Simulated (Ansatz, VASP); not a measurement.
Se: VASP beside Ansatz

```
Se
1.0
     2.81056    0.00000    0.00000
     0.00000    2.81056    0.02108
     0.00000    0.02108    2.81056
Se
1
Direct
  0.00000 0.00000 0.00000
```

Change from the starting cell: strain +0.0150 x Voigt [0, 0, 0, 1, 0, 0], atoms carried along.

Alike in both runs: task single point; functional PBE; dispersion D3(BJ); k mesh 16 × 16 × 16; occupations gaussian, width 0.15 eV; no spin polarisation.

|  | VASP | Ansatz |
| --- | --- | --- |
| version | VASP 6.6.1 | Ansatz 0.2.0 |
| potentials or method | VASP PAW PBE potentials, release 64 (Se), cutoff 520 eV | scalar-relativistic, plane waves, PAW |
| valence electrons in the cell | 6 | 16 |

```tsv
	VASP	Ansatz	Ansatz less VASP
gap on the k mesh at the Fermi level (eV)	none	none	-
pressure (GPa)	-1.3	-1.4	-0.04
traceless stress, the component that is largest in VASP (GPa)	-0.14	-0.14	-0.001
```

A gap of «none» marks a metal or a gap that the smearing closes. VASP's potentials hold 6 valence electrons a cell and Ansatz's 16, so a difference there can come from the potentials and not from the codes.
